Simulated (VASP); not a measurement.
# Sn (Immm) in VASP: further runs, part 2 of 2

VASP 6.6.1.

## (5) Single point, PBEsol

This run uses another cell than the first one, of 28.10 Å³/atom, 0.980 times its volume.

Contents of INCAR:

```
SYSTEM = Sn
PREC     = Accurate       ! precision mode
ENCUT    = 520            ! plane-wave cutoff, eV
EDIFF    = 1E-6           ! SCF threshold, eV
ISMEAR   = -1             ! smearing method
SIGMA    = 0.05           ! smearing width, eV
LREAL    = .FALSE.        ! projectors in reciprocal space
LASPH    = .TRUE.         ! aspherical terms in the spheres
NELM     = 100            ! most SCF steps
ALGO     = Normal         ! electronic algorithm
ISIF     = 2              ! what is computed and relaxed
LWAVE    = .FALSE.        ! write WAVECAR
LCHARG   = .FALSE.        ! write CHGCAR
GGA      = PS             ! functional
NBANDS   = 13             ! bands
```

Contents of KPOINTS:

```
regular mesh
0
G
  11 11 11
  0 0 0
```

Contents of POSCAR:

```
Sn
1.0
   -1.7149511408      1.7636302181      2.3226479567
    1.7149511408     -1.7636302181      2.3226479567
    1.7149511408      1.7636302181     -2.3226479567
Sn
1
Direct
    0.0000000000      0.0000000000      0.0000000000
```

Potentials or basis: VASP PAW PBE potentials, release 64 (Sn_d).

Run with:

```sh
$ cat potpaw_PBE.64/Sn_d/POTCAR > POTCAR
$ mpirun -np 1 vasp_std > vasp.out
```

OUTCAR:

```text
SYSTEM = Sn
   PREC = Accurate
   ENCUT = 520
   EDIFF = 1E-6
   ISMEAR = -1
   LREAL = .FALSE.
   LASPH = .TRUE.
   NELM = 100
   ISIF = 2
   GGA = PS

 ion  position               nearest neighbor table
   1  0.000  0.000  0.000-

  LATTYP: Found a body centered orthorhombic cell.
 ALAT       =     3.4299022816
 B/A-ratio  =     1.0283851103
 C/A-ratio  =     1.3543522620

  Lattice vectors:

 A1 = (  -1.7149511408,   1.7636302181,   2.3226479567)
 A2 = (   1.7149511408,  -1.7636302181,   2.3226479567)
 A3 = (   1.7149511408,   1.7636302181,  -2.3226479567)

Analysis of symmetry for initial positions (statically):
=====================================================================
 Subroutine PRICEL returns:
 Original cell was already a primitive cell.

 Routine SETGRP: Setting up the symmetry group for a
 body centered orthorhombic supercell.

 Subroutine GETGRP returns: Found  8 space group operations
 (whereof  8 operations were pure point group operations)
 out of a pool of  8 trial point group operations.

The static configuration has the point symmetry D_2h.

Analysis of symmetry for dynamics (positions and initial velocities):
[... 161 lines left out ...]
 fundamental gap:      0.0316858620
 Fermi energy:         7.5772898187

 k-point     1 :       0.0000    0.0000    0.0000
  band No.  band energies     occupation
      1     -13.8672      2.00000
      2     -13.8510      2.00000
      3     -13.8305      2.00000
      4     -13.7987      2.00000
      5     -13.7606      2.00000
      6      -3.3289      2.00000
      7      14.7566      0.00000
      8      14.9029      0.00000
      9      15.3210      0.00000
     10      18.2387      0.00000
     11      18.8430      0.00000
     12      19.3480      0.00000
     13      19.5198      0.00000
[... 354 lines left out ...]
  band No.  band energies     occupation
      1     -13.8676      2.00000
      2     -13.8252      2.00000
      3     -13.7952      2.00000
      4     -13.7537      2.00000
      5     -13.7116      2.00000
      6       0.1237      2.00000
      7       5.2744      2.00000
      8      10.1035      0.00000
      9      11.8045      0.00000
     10      15.0177      0.00000
     11      20.1668      0.00000
     12      21.1873      0.00000
     13      22.6269      0.00000

 [... further k-points ...]
[... 5 lines left out ...]
  --------------------------------------------------------------------------------------
  -------------------------------------------------------------------------------------
  Total       -0.3795644     -0.6764992     -0.4369942     -0.0000000      0.0000000      0.0000000
  in kB      -21.6417987    -38.5722696    -24.9163035     -0.0000000      0.0000000      0.0000000
  external PRESSURE =     -28.3767906 kB  Pullay stress =       0.0000000 kB

 VOLUME and BASIS-vectors are now :
 -----------------------------------------------------------------------------
  energy-cutoff  :      520.00
  volume of cell :       28.10
      direct lattice vectors                 reciprocal lattice vectors
    -1.714951141  1.763630218  2.322647957     0.000000000  0.283506143  0.215271539
     1.714951141 -1.763630218  2.322647957     0.291553496  0.000000000  0.215271539
     1.714951141  1.763630218 -2.322647957     0.291553496  0.283506143  0.000000000

 POSITION                                       TOTAL-FORCE (eV/Angst)
 -----------------------------------------------------------------------------------
      0.00000      0.00000      0.00000         0.000000     -0.000000     -0.000000
 -----------------------------------------------------------------------------------
    total drift:                               -0.000000     -0.000000     -0.000000

  FREE ENERGIE OF THE ION-ELECTRON SYSTEM (eV)
  ---------------------------------------------------
  free  energy   TOTEN  =        -4.2243448349 eV

  energy  without entropy=       -4.2207358507  energy(sigma->0) =       -4.22254034
```

Run time: 30 s. Hardware: 1 thread of Intel Xeon Platinum 8559C (Emerald Rapids), shared host; peak memory 0.21 GiB.

Results:

```
Free energy            : -4.2243 eV
Pressure               : -2.8 GPa
Band gap on the k mesh : zero (band 7 reaches 14.76 eV, above the bottom of band 8 at 5.76 eV)
```

Caveat: the PAW data sets were made with another functional, which shifts forces and pressure a little; spin-orbit coupling is left out, which moves the levels of the heavy elements.

## (6) Single point, PBEsol

Contents of INCAR:

```
PREC = Accurate
ENCUT = 520
EDIFF = 1E-7
ISMEAR = -1
SIGMA = 0.05
LREAL = False
LASPH = True
NELM = 60
ALGO = Normal
ISIF = 2
LWAVE = False
LCHARG = False
GGA = PS
NBANDS = 13
```

Contents of KPOINTS:

```
Automatic mesh
0
Gamma
  11 11 11
```

Contents of POSCAR:

```
Sn
1.0
   -1.7265390000      1.7755470000      2.3383420000
    1.7265390000     -1.7755470000      2.3383420000
    1.7265390000      1.7755470000     -2.3383420000
Sn
1
Direct
    0.0000000000      0.0000000000      0.0000000000
```

Potentials or basis: VASP PAW PBE potentials, release 64 (Sn_d).

Run with:

```sh
$ cat potpaw_PBE.64/Sn_d/POTCAR > POTCAR
$ mpirun -np 1 vasp_std > vasp.out
```

Run time: 39 s. Hardware: 1 thread of Intel Xeon Platinum 8559C (Emerald Rapids), shared host; peak memory 0.2 GiB.

It converged, with:

- Free energy: -4.2129 eV
- Pressure: -3.7 GPa
- Band gap on the k mesh: zero (band 7 reaches 14.37 eV, above the bottom of band 8 at 5.58 eV)

Stress tensor (GPa, compression positive):
```
-3.04  0.00  0.00
 0.00 -4.67  0.00
 0.00  0.00 -3.31
```

Levels at points of the mesh, in eV from the Fermi level:
| k point | band 4 | band 5 | band 6 | band 7 | band 8 | band 9 | band 10 | band 11 |
| --- | --- | --- | --- | --- | --- | --- | --- | --- |
| (0.00, 0.00, 0.00) | -21.38 | -21.34 | -10.77 | 7.02 | 7.16 | 7.56 | 10.63 | 11.14 |

Caveat: the PAW data sets were made with another functional, which shifts forces and pressure a little; spin-orbit coupling is left out, which moves the levels of the heavy elements.

## (7) The runs side by side

```csv
level,potentials or basis,cell,gap on the mesh (eV),pressure (GPa)
LDA,"VASP PAW LDA potentials, release 64 (Sn_d)","a = 3.406 Å, angles 119.1, 117.2, 93.3°, 1 atom",none,-4.7
PBEsol,"VASP PAW PBE potentials, release 64 (Sn_d)","a = 3.337 Å, angles 119.1, 117.2, 93.3°, 1 atom",none,-0.8
PBEsol,"VASP PAW PBE potentials, release 64 (Sn_d)","a = 3.360 Å, angles 119.1, 117.2, 93.3°, 1 atom",none,-1.9
PBEsol,"VASP PAW PBE potentials, release 64 (Sn_d)","a = 3.383 Å, angles 119.1, 117.2, 93.3°, 1 atom",none,-2.8
PBEsol,"VASP PAW PBE potentials, release 64 (Sn_d)","a = 3.406 Å, angles 119.1, 117.2, 93.3°, 1 atom",none,-3.7
```

Alike in all rows: task single point; no spin polarisation; k mesh 11 × 11 × 11; cutoff (eV) 520; smearing fermi-dirac 0.05 eV.

Caveats: spin-orbit coupling is left out, which moves the levels of the heavy elements; the PAW data sets were made with another functional, which shifts forces and pressure a little (some runs).

Total energies depend on the potentials used, so only differences within one code and one set of settings carry meaning.
